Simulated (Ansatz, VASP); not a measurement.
**Two plane-wave programs on BiTe**

The input INCAR:

```
  PREC = Accurate
  ENCUT = 500
  EDIFF = 1E-6
  ISMEAR = 0
  SIGMA = 0.15
  LREAL = F
  LASPH = T
  NELM = 120
  ALGO = Normal
  ISIF = 2
  LWAVE = F
  LCHARG = F
  GGA = PE
  NBANDS = 52
  GGA_COMPAT = F
```

The input KPOINTS:

```
Automatic mesh
0
Gamma
  8 8 8
```

POSCAR

```
BiTe
1.0
    6.4700000000      0.0000000000      0.0000000000
    0.0000000000     -6.4700000000      0.0000000000
    0.0000000000      0.0000000000     -6.4700000000
Bi Te
4 4
Direct
    0.0000000000      0.5000000000      0.5000000000
    0.5000000000      0.0000000000      0.5000000000
    0.5000000000      0.5000000000      0.0000000000
    0.0000000000      0.0000000000      0.0000000000
    0.5000000000      0.0000000000      0.0000000000
    0.0000000000      0.5000000000      0.0000000000
    0.0000000000      0.0000000000      0.5000000000
    0.5000000000      0.5000000000      0.5000000000
```

Input for Ansatz:

```yaml
crystal:
  lattice:
    - [6.47, 0.0, 0.0]
    - [0.0, -6.47, 0.0]
    - [0.0, 0.0, -6.47]
  atoms:
    - { symbol: Bi, position: [0.0, 0.5, 0.5] }
    - { symbol: Bi, position: [0.5, 0.0, 0.5] }
    - { symbol: Bi, position: [0.5, 0.5, 0.0] }
    - { symbol: Bi, position: [0.0, 0.0, 0.0] }
    - { symbol: Te, position: [0.5, 0.0, 0.0] }
    - { symbol: Te, position: [0.0, 0.5, 0.0] }
    - { symbol: Te, position: [0.0, 0.0, 0.5] }
    - { symbol: Te, position: [0.5, 0.5, 0.5] }
basis:
  ecutwfc: 420
kpoints:
  mp_grid: { grid: [8, 8, 8] }
hamiltonian:
  xc: pbe
scf:
  occupations: { method: gaussian, width: 0.15 }
output:
  forces: true
  stress: true
  eigenvalues: true
```

Alike in both runs: task single point; functional PBE; k mesh 8 × 8 × 8; occupations gaussian, width 0.15 eV; no spin polarisation.

```csv
,VASP,Ansatz
version,VASP 6.6.1,Ansatz 0.2.0
potentials or method,"VASP PAW PBE potentials, release 64 (Bi_d, Te), cutoff 500 eV","scalar-relativistic, plane waves, PAW"
valence electrons in the cell,84,124
```

```csv
,VASP,Ansatz,Ansatz less VASP
gap on the k mesh at the Fermi level (eV),none,none,-
pressure (GPa),0.6,0.7,+0.05
```

A gap of «none» marks a metal or a gap that the smearing closes. VASP's potentials hold 84 valence electrons a cell and Ansatz's 124, so a difference there can come from the potentials and not from the codes.

Spin-orbit coupling is off throughout. Noted on VASP's run: too few bands were computed for a metal, which touches its energy and stress.
